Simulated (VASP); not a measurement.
CuO:

```
Cu O
1.0
     2.37550   -1.73595    0.00000
     2.37550    1.73595    0.00000
    -0.87187    0.00000    5.12602
Cu O
2 2
Direct
  0.00320 0.49680 0.00000
  0.49680 0.00320 0.50000
  0.57140 0.40560 0.25370
  0.40560 0.57140 0.75370
```

Base run:

```yaml
Program: VASP 6.6.1
Functional: PBE
Potentials_or_basis: VASP PAW PBE potentials, release 64 (Cu, O)
Cutoff: 520 eV
k_mesh: 10 × 10 × 5
Occupations: fermi-dirac, width 0.05 eV
Spin: no spin polarisation
```

Its results: band gap on the k mesh zero (band 17 reaches 5.43 eV, above the bottom of band 18 at 4.83 eV); pressure -0.5 GPa; largest force 0.712 eV/Å.

The run is repeated on the same cell with these changes: functional from PBE to RPBE; further incar settings from ALGO = Normal; EDIFF = 1e-07; NBANDS = 25 to ALGO = Normal; EDIFF = 1e-06; NBANDS = 25. What comes out?

Band gap on the k mesh zero (band 17 reaches 5.61 eV, above the bottom of band 18 at 5.01 eV); pressure 5.0 GPa; largest force 0.697 eV/Å.

Caveats: semilocal functionals often make such compounds metallic where correlation or magnetic order opens a gap, which also shifts bond lengths; the PAW data sets were made with another functional, which shifts forces and pressure a little (some runs).
